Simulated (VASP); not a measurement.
# InAs (F-43m) in VASP: a series of runs

Runs on InAs. Level: PBE+D3(BJ). Tasks: single point, relaxation of cell and atoms.

Everything below comes from runs of VASP 6.6.1. Logs are shortened: lines on timing, memory, paths and dates and some standing lists are left out, and cuts for length are marked.

## 1. The cell of the first run

It takes space group F-43m (No. 216, cubic). The conventional cell has a = 6.111 Å, b = 6.111 Å, c = 6.111 Å, α = 90.00°, β = 90.00°, γ = 90.00°. In (site symmetry -43m) has 4 As at 2.65 Å within 3.5 Å. Within 3.5 Å of As (site symmetry -43m) lie 4 In at 2.65 Å.

## 2. Single point, PBE+D3(BJ)

INCAR

```
PREC = Accurate ; ENCUT = 520
EDIFF = 1E-7 ; ISMEAR = 0
SIGMA = 0.1 ; LREAL = False
LASPH = True ; NELM = 100
ALGO = Normal ; ISIF = 2
LWAVE = False ; LCHARG = True
GGA = PE ; IVDW = 12
LELF = True ; LVHAR = True
NBANDS = 16
```

KPOINTS

```
Automatic mesh
0
Gamma
  12 12 12
```

POSCAR

```
InAs
1.0
    0.0000000000      3.0554837369      3.0554837369
    3.0554837369      0.0000000000      3.0554837369
    3.0554837369      3.0554837369      0.0000000000
In As
1 1
Direct
    0.0000000000      0.0000000000      0.0000000000
    0.2500000000      0.2500000000      0.2500000000
```

Potentials or basis: VASP PAW PBE potentials, release 64 (In_d, As).

Launch:

```
$ cat potpaw_PBE.64/In_d/POTCAR potpaw_PBE.64/As/POTCAR > POTCAR
$ mpirun -np 1 vasp_std > vasp.out
```

OUTCAR:

```text
PREC = Accurate
   ENCUT = 520
   EDIFF = 1E-7
   ISMEAR = 0
   LREAL = False
   LASPH = True
   NELM = 100
   ISIF = 2
   GGA = PE
   IVDW = 12
 IVDW          = 12

 ion  position               nearest neighbor table
   1  0.000  0.000  0.000-   2 2.65   2 2.65   2 2.65   2 2.65
   2  0.250  0.250  0.250-   1 2.65   1 2.65   1 2.65   1 2.65

  LATTYP: Found a face centered cubic cell.
 ALAT       =     6.1109674738

  Lattice vectors:

 A1 = (   0.0000000000,   3.0554837369,   3.0554837369)
 A2 = (   3.0554837369,   0.0000000000,   3.0554837369)
 A3 = (   3.0554837369,   3.0554837369,   0.0000000000)

Analysis of symmetry for initial positions (statically):
=====================================================================
 Subroutine PRICEL returns:
 Original cell was already a primitive cell.

 Routine SETGRP: Setting up the symmetry group for a
 face centered cubic supercell.

 Subroutine GETGRP returns: Found 24 space group operations
 (whereof 24 operations were pure point group operations)
 out of a pool of 48 trial point group operations.

The static configuration has the point symmetry T_d .

Analysis of symmetry for dynamics (positions and initial velocities):
=====================================================================
 Subroutine PRICEL returns:
 Original cell was already a primitive cell.

 Routine SETGRP: Setting up the symmetry group for a
 face centered cubic supercell.

 Subroutine GETGRP returns: Found 24 space group operations
 (whereof 24 operations were pure point group operations)
 out of a pool of 48 trial point group operations.

The dynamic configuration has the point symmetry T_d .

 Subroutine INISYM returns: Found 24 space group operations
 (whereof 24 operations are pure point group operations),
 and found     1 'primitive' translations

----------------------------------------------------------------------------------------

                                     Primitive cell

  volume of cell :      57.0519

  direct lattice vectors                    reciprocal lattice vectors
     0.000000000  3.055483737  3.055483737    -0.163640210  0.163640210  0.163640210
     3.055483737  0.000000000  3.055483737     0.163640210 -0.163640210  0.163640210
     3.055483737  3.055483737  0.000000000     0.163640210  0.163640210 -0.163640210

  length of vectors
     4.321106540  4.321106540  4.321106540     0.283433158  0.283433158  0.283433158

  position of ions in fractional coordinates (direct lattice)
     0.000000000  0.000000000  0.000000000
     0.250000000  0.250000000  0.250000000

  ion indices of the primitive-cell ions
   primitive index   ion index
                 1           1
                 2           2

----------------------------------------------------------------------------------------

 KPOINTS: Automatic mesh

Automatic generation of k-mesh.
 Grid dimensions read from file:
 generate k-points for:   12   12   12

 Generating k-lattice:

  Cartesian coordinates                     Fractional coordinates (reciprocal lattice)
    -0.013636684  0.013636684  0.013636684     0.083333333  0.000000000  0.000000000
     0.013636684 -0.013636684  0.013636684     0.000000000  0.083333333  0.000000000
     0.013636684  0.013636684 -0.013636684     0.000000000  0.000000000  0.083333333

  Length of vectors
     0.023619430  0.023619430  0.023619430

  Shift w.r.t. Gamma in fractional coordinates (k-lattice)
     0.000000000  0.000000000  0.000000000

 Subroutine IBZKPT returns following result:
 ===========================================

 Found     72 irreducible k-points:

 Following reciprocal coordinates:
            Coordinates               Weight
  0.000000  0.000000  0.000000      1.000000
  0.083333  0.000000  0.000000      8.000000
  0.166667  0.000000  0.000000      8.000000
  0.250000  0.000000  0.000000      8.000000
  0.333333  0.000000  0.000000      8.000000
  0.416667  0.000000  0.000000      8.000000
[... 16 lines left out ...]
  0.500000  0.166667  0.000000     24.000000
 -0.416667  0.166667  0.000000     24.000000
 [... further k-points ...]
   k-points           NKPTS =     72   k-points in BZ     NKDIM =     72   number of bands    NBANDS=     16
   number of dos      NEDOS =    301   number of ions     NIONS =      2
   total plane-waves  NPLWV =  32768
   dimension x,y,z NGX =    32 NGY =   32 NGZ =   32
   dimension x,y,z NGXF=    64 NGYF=   64 NGZF=   64
   ions per type =               1   1
   NGX,Y,Z   is equivalent  to a cutoff of  12.31, 12.31, 12.31 a.u.
   NGXF,Y,Z  is equivalent  to a cutoff of  24.62, 24.62, 24.62 a.u.
 SYSTEM =  unknown system
   PREC   = accura    normal or accurate (medium, high low for compatibility)
   ISTART =      0    job   : 0-new  1-cont  2-samecut
   ICHARG =      2    charge: 1-file 2-atom 10-const
   ISPIN  =      1    spin polarized calculation?
   LNONCOLLINEAR =      F non collinear calculations
   LSORBIT =      F    spin-orbit coupling
   LASPH  =      T    aspherical Exc in radial PAW
   ENCUT  =  520.0 eV  38.22 Ry    6.18 a.u.   8.03  8.03  8.03*2*pi/ulx,y,z
   NELM   =    100;   NELMIN=  2; NELMDL= -5     # of ELM steps
   EDIFF  = 0.1E-06   stopping-criterion for ELM
   LREAL  =      F    real-space projection
   EDIFFG = 0.1E-05   stopping-criterion for IOM
   NSW    =      0    number of steps for IOM
   IBRION =     -1    ionic relax: 0-MD 1-quasi-New 2-CG
   NFREE  =      0    steps in history (QN), initial steepest desc. (CG)
   ISIF   =      2    stress and relaxation
   ISYM   =      2    0-nonsym 1-usesym 2-fastsym
   POTIM  = 0.5000    time-step for ionic-motion
   TEBEG  =    0.0;   TEEND  =   0.0 temperature during run
   PSTRESS=    0.0 pullay stress
   NELECT =      18.0000    total number of electrons
   NUPDOWN=      -1.0000    fix difference up-down
   EMIN   =  10.00;   EMAX   =-10.00  energy-range for DOS
   EFERMI =   0.00;   METHOD = LEGACY
   ISMEAR =     0;   SIGMA  =   0.10  broadening in eV -4-tet -1-fermi 0-gaus
   EFERMI_NEDOS =   21; number of points for ismear=-14 and -15
   IALGO  =     38    algorithm
   IMIX   =      4    mixing-type and parameters
     AMIX     =   0.40;   BMIX     =  1.00
     AMIX_MAG =   1.60;   BMIX_MAG =  1.00
  volume/ion in A,a.u.               =      28.53       192.50
  Fermi-wavevector in a.u.,A,eV,Ry     =   1.114489  2.106078 16.899595  1.242085
  Thomas-Fermi vector in A             =   2.251084
   LORBIT       =      0    0 simple, 1 ext, 2 COOP (PROOUT), +10 PAW based schemes
   GGA     = PE    functional components
   LHFCALC =     F    Hartree Fock is set to
   AEXX    =    0.0000 exact exchange contribution
   IVDW    =    12    specifies the selected vdW correction
   LEPSILON=     F    determine dielectric tensor
   LRPA    =     F    only Hartree local field effects (RPA)
 non-spin polarized calculation
 Gauss-broadening in eV      SIGMA  =   0.10
  energy-cutoff  :      520.00
  volume of cell :       57.05
 maximum number of plane-waves:      1572
   NGX = 17   NGY = 17   NGZ = 17

 number of electron      17.9999996 magnetization

 Free energy of the ion-electron system (eV)
  ---------------------------------------------------
  ext. energy  EPLUGINS =         0.00000000
  ---------------------------------------------------
  free energy    TOTEN  =        -7.70611074 eV

  energy without entropy =       -7.70595580  energy(sigma->0) =       -7.70603327

 E-fermi :   4.2549     XC(G=0):  -8.9553

 val. band max:        4.1928440738   @ k =   0.0000   0.0000   0.0000
 cond. band min:       4.9186864970   @ k =   0.0833   0.0000   0.0000
 fundamental gap:      0.7258424233
 Fermi energy:         4.2549157263

 k-point     1 :       0.0000    0.0000    0.0000
  band No.  band energies     occupation
      1     -10.1366      2.00000
      2     -10.1366      2.00000
      3     -10.1366      2.00000
      4     -10.0234      2.00000
      5     -10.0234      2.00000
      6      -7.4689      2.00000
[... 8 lines left out ...]
     15      13.7928      0.00000
     16      13.7928      0.00000

 k-point     2 :       0.0833    0.0000    0.0000
  band No.  band energies     occupation
      1     -10.1447      2.00000
      2     -10.1342      2.00000
      3     -10.1342      2.00000
      4     -10.0235      2.00000
      5     -10.0235      2.00000
      6      -7.4005      2.00000
[... 8 lines left out ...]
     15      13.2432      0.00000
     16      13.2432      0.00000

 k-point     3 :       0.1667    0.0000    0.0000
  band No.  band energies     occupation
      1     -10.1659      2.00000
      2     -10.1279      2.00000
      3     -10.1279      2.00000
      4     -10.0234      2.00000
      5     -10.0234      2.00000
      6      -7.2027      2.00000
[... 8 lines left out ...]
     15      12.7513      0.00000
     16      12.7513      0.00000

 k-point     4 :       0.2500    0.0000    0.0000
  band No.  band energies     occupation
      1     -10.1935      2.00000
      2     -10.1202      2.00000
      3     -10.1202      2.00000
      4     -10.0223      2.00000
      5     -10.0223      2.00000
      6      -6.9004      2.00000
[... 8 lines left out ...]
     15      12.7109      0.00000
     16      12.7109      0.00000
[... 324 lines left out ...]
 k-point    22 :       0.4167    0.1667    0.0000
  band No.  band energies     occupation
      1     -10.2440      2.00000
      2     -10.1033      2.00000
      3     -10.0979      2.00000
      4     -10.0314      2.00000
      5     -10.0130      2.00000
      6      -6.2442      2.00000
[... 8 lines left out ...]
     15      14.2024      0.00000
     16      14.8610      0.00000

 k-point    23 :       0.5000    0.1667    0.0000
  band No.  band energies     occupation
      1     -10.2534      2.00000
      2     -10.1023      2.00000
      3     -10.0962      2.00000
      4     -10.0270      2.00000
      5     -10.0142      2.00000
      6      -5.9938      2.00000
[... 8 lines left out ...]
     15      14.4878      0.00000
     16      14.9360      0.00000

 k-point    24 :      -0.4167    0.1667    0.0000
  band No.  band energies     occupation
      1     -10.2532      2.00000
      2     -10.1027      2.00000
      3     -10.0976      2.00000
      4     -10.0227      2.00000
      5     -10.0178      2.00000
      6      -5.9549      2.00000
[... 8 lines left out ...]
     15      13.7965      0.00000
     16      14.2327      0.00000

 [... further k-points ...]

------------------------ aborting loop because EDIFF is reached ----------------------------------------

 Edisp (eV)   -0.62405

 E8    (eV) :    -0.2891

  FORCE on cell =-STRESS in cart. coord.  units (eV):
  Direction    XX          YY          ZZ          XY          YZ          ZX
  --------------------------------------------------------------------------------------
  -------------------------------------------------------------------------------------
  Total       0.02151     0.02151     0.02151     0.00000     0.00000     0.00000
  in kB       0.60411     0.60411     0.60411     0.00000     0.00000     0.00000
  external pressure =        0.60 kB  Pullay stress =        0.00 kB

 VOLUME and BASIS-vectors are now :
 -----------------------------------------------------------------------------
  energy-cutoff  :      520.00
  volume of cell :       57.05
      direct lattice vectors                 reciprocal lattice vectors
     0.000000000  3.055483737  3.055483737    -0.163640210  0.163640210  0.163640210
     3.055483737  0.000000000  3.055483737     0.163640210 -0.163640210  0.163640210
     3.055483737  3.055483737  0.000000000     0.163640210  0.163640210 -0.163640210

 POSITION                                       TOTAL-FORCE (eV/Angst)
 -----------------------------------------------------------------------------------
      0.00000      0.00000      0.00000         0.000000      0.000000      0.000000
      1.52774      1.52774      1.52774        -0.000000     -0.000000     -0.000000
 -----------------------------------------------------------------------------------
    total drift:                               -0.000000     -0.000000     -0.000000

  FREE ENERGIE OF THE ION-ELECTRON SYSTEM (eV)
  ---------------------------------------------------
  free  energy   TOTEN  =        -8.3301557894 eV

  energy  without entropy=       -8.3300008512  energy(sigma->0) =       -8.33007832
```

Wall time 76 s (1 thread of AMD EPYC 7R13, shared host); peak memory 0.2 GiB.

Results:

- Free energy: -8.3302 eV
- Pressure: 0.1 GPa
- Band gap on the k mesh: zero (filled and empty bands touch)
- Dispersion energy per atom: -0.312 eV

Caveat: semilocal functionals underestimate gaps, so a narrow gap can read as zero; spin-orbit coupling is left out, which moves the levels of the heavy elements.

(Continued in part 2 of 2.)
